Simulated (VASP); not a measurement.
Crystal: Os.

```
Os
1.0
     2.69715    0.00000    0.00000
    -1.34857    2.33580    0.00000
     0.00000    0.00000    4.26132
Os
2
Direct
  0.66667 0.33333 0.75000
  0.33333 0.66667 0.25000
```

Base run:

- Program: VASP 6.6.1
- Functional: BLYP
- Dispersion: D4
- Potentials or basis: VASP PAW PBE potentials, release 64 (Os)
- Cutoff: 520 eV
- k mesh: 11 × 11 × 6
- Occupations: fermi-dirac, width 0.05 eV
- Spin: no spin polarisation

Its results: band gap on the k mesh zero (band 8 reaches 12.95 eV, above the bottom of band 9 at 8.79 eV); pressure 35.3 GPa.

The run is repeated on the same cell with these changes: functional from BLYP to r2SCAN; dispersion from D4 to rVV10. What comes out?

Band gap on the k mesh zero (band 8 reaches 12.24 eV, above the bottom of band 9 at 7.91 eV); pressure 20.6 GPa.

Several settings changed at once, so the effect can't be laid on one alone.

Caveats: the PAW data sets were made with another functional, which shifts forces and pressure a little; spin-orbit coupling is left out, which moves the levels of the heavy elements; pairwise dispersion overbinds metals, which lowers pressure and volume (some runs).
